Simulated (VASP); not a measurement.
A run of VASP 6.6.1:

File INCAR:

```
SYSTEM = W
ALGO = Normal
EDIFF = 1E-6
ENCUT = 520
ISIF = 2
ISMEAR = -1
LASPH = .True.
LCHARG = .False.
LREAL = .False.
LWAVE = .False.
NBANDS = 13
NELM = 100
PREC = Accurate
SIGMA = 0.1
```

The input KPOINTS:

```
k-points
0
Gamma
  12 12 12
  0 0 0
```

File POSCAR:

```
W
1.0
    0.0000000000      2.0300000000      2.0300000000
    2.0300000000      0.0000000000      2.0300000000
    2.0300000000      2.0300000000      0.0000000000
W
1
Direct
    0.0000000000      0.0000000000      0.0000000000
```

Potentials or basis: VASP PAW LDA potentials, release 64 (W_sv).

Command:

```bash
$ cat potpaw_LDA.64/W_sv/POTCAR > POTCAR
$ mpirun -np 1 vasp_std > vasp.out
```

Hardware: 1 thread of AMD EPYC 7R43 64-Core Processor (Zen 3), with other jobs on the host.

Problem. Estimate the wall time of this run.

Solution. Wall time 19 s on 1 thread of AMD EPYC 7R43 64-Core Processor (Zen 3), with other jobs on the host, peak memory 0.11 GiB. Counts: scf iterations 11, k points 72.
